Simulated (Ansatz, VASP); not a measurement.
# C: VASP beside Ansatz

Contents of INCAR:

```
  PREC = Accurate
  ENCUT = 520
  EDIFF = 1E-7
  ISMEAR = -1
  SIGMA = 0.1
  LREAL = False
  LASPH = True
  NELM = 60
  ALGO = Normal
  ISIF = 2
  LWAVE = False
  LCHARG = False
  GGA = PS
  NBANDS = 13
```

File KPOINTS:

```
Automatic mesh
0
Gamma
  7 7 27
```

Contents of POSCAR:

```
C
1.0
    5.9995116466      0.0000000001      0.0000000000
   -2.9997558233      5.1957294962      0.0000000000
    0.0000000000      0.0000000000      1.2996272175
C
3
Direct
    1.0000000000      0.0000000000      0.0000000000
    0.3333333333      0.6666666667      0.5000000000
    0.6666666667      0.3333333333      0.5000000000
```

Input for Ansatz:

```yaml
crystal:
  lattice:
    - [5.9995116466, 1.0e-10, 0.0]
    - [-2.9997558233, 5.1957294962, 0.0]
    - [0.0, 0.0, 1.2996272175]
  atoms:
    - { symbol: C, position: [1.0, 0.0, 0.0] }
    - { symbol: C, position: [0.3333333333, 0.6666666667, 0.5] }
    - { symbol: C, position: [0.6666666667, 0.3333333333, 0.5] }
hamiltonian:
  xc: pbesol
  pseudopotentials:
    kind: paw
    azcp:
      C: "pseudopotentials/C.paw.azcp"
basis:
  ecutwfc: 420
  fft_grid_basis: typed
kpoints:
  mp_grid: { grid: [7, 7, 27], shift: [0, 0, 0] }
magnetization:
  spin_polarized: false
scf:
  occupations: { method: fermi_dirac, width: 0.1 }
  lower_state_search: "off"
output:
  stress: true
  write_density: true
  write_potential: true
  elf: true
  volumetric_format: npy
```

Alike in both runs: task single point; functional PBEsol; k mesh 7 × 7 × 27; occupations fermi-dirac, width 0.1 eV; no spin polarisation.

```csv
,VASP,Ansatz
version,VASP 6.6.1,Ansatz 0.2.0
potentials or method,"VASP PAW PBE potentials, release 64 (C), cutoff 520 eV","plane waves (420 eV) with PAW, scalar-relativistic"
valence electrons in the cell,12,12
```

VASP gave:

```
pressure (GPa)                                                : -6.3
traceless stress, the component that is largest in VASP (GPa) : -14.11
```

Q: Which values does Ansatz return?

A: Pressure (GPa): -6.3; traceless stress, the component that is largest in VASP (GPa): -14.22.

VASP's potentials were made for PBE, not for PBEsol, and Ansatz warns of the same on its side. The functional is the same, so the differences come from potentials, cutoffs and numerics.
